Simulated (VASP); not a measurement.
Mg3Se4:

```
Mg Se
1.0
     3.82511   -5.31373    0.00000
     3.82511    5.31373    0.00000
     0.00000    0.00000    3.82563
Mg Se
3 4
Direct
  0.50000 0.00000 0.50000
  0.00000 0.50000 0.50000
  0.00000 0.00000 0.00000
  0.25312 0.25312 0.50000
  0.74688 0.74688 0.50000
  0.73992 0.26008 0.00000
  0.26008 0.73992 0.00000
```

The cell was built from a structure type or drawn by symmetry, and may not be a known phase.

- Program: VASP 6.6.1
- Task: relaxation of cell and atoms
- Functional: PBE
- Potentials or basis: VASP PAW PBE potentials, release 64 (Mg, Se)
- Cutoff: 600 eV
- k mesh: 3 × 3 × 4
- Occupations: gaussian, width 0.2 eV
- Spin: no spin polarisation

At the start: pressure 0.9 GPa; volume 22.22 Å³/atom.

How do energy, volume and symmetry change on relaxing?

Over 33 steps the energy falls by 77.6 meV/atom and the volume is 22.13 Å³/atom (-0.4 %); space group Cmmm (No. 65, to 0.1 Å) before and after.

Step by step:
| step | energy change (eV) | largest force (eV/Å) | pressure (GPa) | volume (Å³) |
| --- | --- | --- | --- | --- |
| 1 | 0.0000 | 0.1760 | 0.92 | 155.52 |
| 2 | -0.0127 | 0.2041 | -0.02 | 158.42 |
| 3 | -0.0133 | 0.2114 | -0.26 | 159.21 |
| 4 | -0.0200 | 0.1804 | -0.21 | 159.35 |
| 5 | -0.0320 | 0.0875 | -0.02 | 159.75 |
| 6 | -0.0334 | 0.1488 | 0.08 | 159.93 |
| 7 | -0.0418 | 0.1412 | -0.10 | 160.59 |
| 8 | -0.0523 | 0.1221 | -0.52 | 162.27 |
| 9 | -0.0551 | 0.1376 | -0.50 | 162.21 |
| 10 | -0.0619 | 0.1903 | -0.45 | 162.00 |
| 11 | -0.0665 | 0.3166 | -0.31 | 161.50 |
| 12 | -0.0836 | 0.3025 | -0.23 | 160.85 |
| 13 | -0.1447 | 0.2677 | -0.01 | 158.74 |
| 14 | -0.2767 | 0.3227 | 0.61 | 153.86 |
| 15 | -0.2746 | 0.2815 | 0.46 | 154.52 |
| 16 | -0.2770 | 0.3097 | 0.56 | 154.07 |
| 17 | -0.2845 | 0.3780 | 0.54 | 153.78 |
| 18 | -0.2845 | 0.3803 | 0.54 | 153.77 |
| 19 | -0.2980 | 0.3907 | 0.40 | 154.04 |
| 20 | -0.3328 | 0.4179 | 0.01 | 154.83 |
| 21 | -0.3768 | 0.4583 | -0.63 | 156.37 |
| 22 | -0.3723 | 0.5035 | -1.50 | 159.26 |
| 23 | -0.3895 | 0.4807 | -1.07 | 157.68 |
| 24 | -0.4183 | 0.3920 | -0.48 | 156.16 |
| 25 | -0.4447 | 0.4382 | 0.90 | 152.98 |
| 26 | -0.4773 | 0.3499 | 0.69 | 153.62 |
| 27 | -0.5249 | 0.1602 | 0.23 | 155.55 |
| 28 | -0.5256 | 0.1396 | 0.18 | 155.83 |
| 29 | -0.5342 | 0.1076 | -0.26 | 156.77 |
| 30 | -0.5352 | 0.0908 | -0.47 | 157.25 |
| 31 | -0.5402 | 0.0840 | -0.08 | 155.79 |
| 32 | -0.5407 | 0.0806 | 0.10 | 155.15 |
| 33 | -0.5430 | 0.0330 | 0.07 | 154.92 |

Final structure:
```cif
data_structure
_symmetry_space_group_name_H-M 'P 1'
_symmetry_Int_Tables_number 1
_cell_length_a 7.0802
_cell_length_b 7.0802
_cell_length_c 3.1444
_cell_angle_alpha 90.000
_cell_angle_beta 90.000
_cell_angle_gamma 100.638
_cell_volume 154.92
loop_
_atom_site_label
_atom_site_type_symbol
_atom_site_fract_x
_atom_site_fract_y
_atom_site_fract_z
_atom_site_occupancy
Mg1 Mg 0.50000 0.00000 0.50000 1
Mg2 Mg 0.00000 0.50000 0.50000 1
Mg3 Mg 0.00000 0.00000 0.00000 1
Se1 Se 0.23974 0.23974 0.50000 1
Se2 Se 0.76026 0.76026 0.50000 1
Se3 Se 0.74685 0.25315 0.00000 1
Se4 Se 0.25315 0.74685 0.00000 1
```

Caveat: the k points lie up to 0.50 Å⁻¹ apart in the final cell, too coarse for converged energies and pressures of a metal; a cell axis changed by over 15 % at a fixed basis, so the end point is rough; the relaxation stopped at a loose force limit of 0.08 eV/Å, so its end isn't a converged minimum.
